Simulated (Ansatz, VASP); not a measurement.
Ti5W in VASP and in Ansatz

```
Ti W
1.0
     2.88239    0.00000    0.00000
    -1.44119    2.49622    0.00000
     0.00000    0.00000   14.20761
Ti W
5 1
Cartesian
  0.0000 1.6641 11.8271
  0.0000 1.6641 2.3805
  0.0000 1.6641 7.1038
  1.4412 0.8321 4.7106
  1.4412 0.8321 9.4970
  1.4412 0.8321 0.0000
```

Alike in both runs: task relaxation of cell and atoms; functional PBE; k mesh 12 × 12 × 4; occupations gaussian, width 0.1 eV; no spin polarisation.

```csv
,VASP,Ansatz
version,VASP 6.6.1,Ansatz 0.2.0
potentials or method,"VASP PAW PBE potentials, release 64 (Ti_sv, W_sv), cutoff 600 eV","scalar-relativistic, plane waves, PAW"
valence electrons in the cell,74,74
```

VASP gave:

```
gap on the k mesh at the Fermi level, each at its own relaxed structure (eV) : none
relaxed volume (Å³/atom)                                                     : 16.99
relaxed length of the cell vector where the two differ most in proportion (Å)              : 2.873
```

**Question.** What did Ansatz give for the same quantities?

**Answer.** gap on the k mesh at the Fermi level, each at its own relaxed structure (eV): none; relaxed volume (Å³/atom): 17.02; relaxed length of the cell vector where the two differ most in proportion (Å): 2.875.

A gap of «none» marks a metal or a gap that the smearing closes.

Neither program's run includes spin-orbit coupling.
